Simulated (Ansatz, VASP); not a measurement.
**NaF: VASP beside Ansatz**

```
CELL_PARAMETERS angstrom
0.00000 2.29717 2.29717
2.29717 0.00000 2.29717
2.29717 2.29717 0.00000
ATOMIC_POSITIONS crystal
Na 0.00000 0.00000 0.00000
F 0.50000 0.50000 0.50000
```

Alike in both runs: task single point; functional HSE06; k mesh 4 × 4 × 4; no spin polarisation.

|  | VASP | Ansatz |
| --- | --- | --- |
| version | VASP 6.6.1 | Ansatz 0.2.0 |
| potentials or method | VASP PAW PBE potentials, release 64 (Na_pv, F) | plane waves, PAW |
| plane-wave cutoff (eV) | 520 | 420 |
| occupations | gaussian, width 0.01 eV | fixed |
| valence electrons in the cell | 14 | 16 |

VASP gave:

```
gap on the k mesh at the Fermi level (eV) : 8.61
pressure (GPa)                            : 1.6
```

Estimate Ansatz's values.

gap on the k mesh at the Fermi level (eV): 8.64; pressure (GPa): 1.5.

VASP's potentials hold 14 valence electrons a cell and Ansatz's 16, so a difference there can come from the potentials and not from the codes. Ansatz's warnings: stress exchange threshold loose, stress scf threshold loose.

The k mesh is coarse, so the values compare programs but aren't converged.
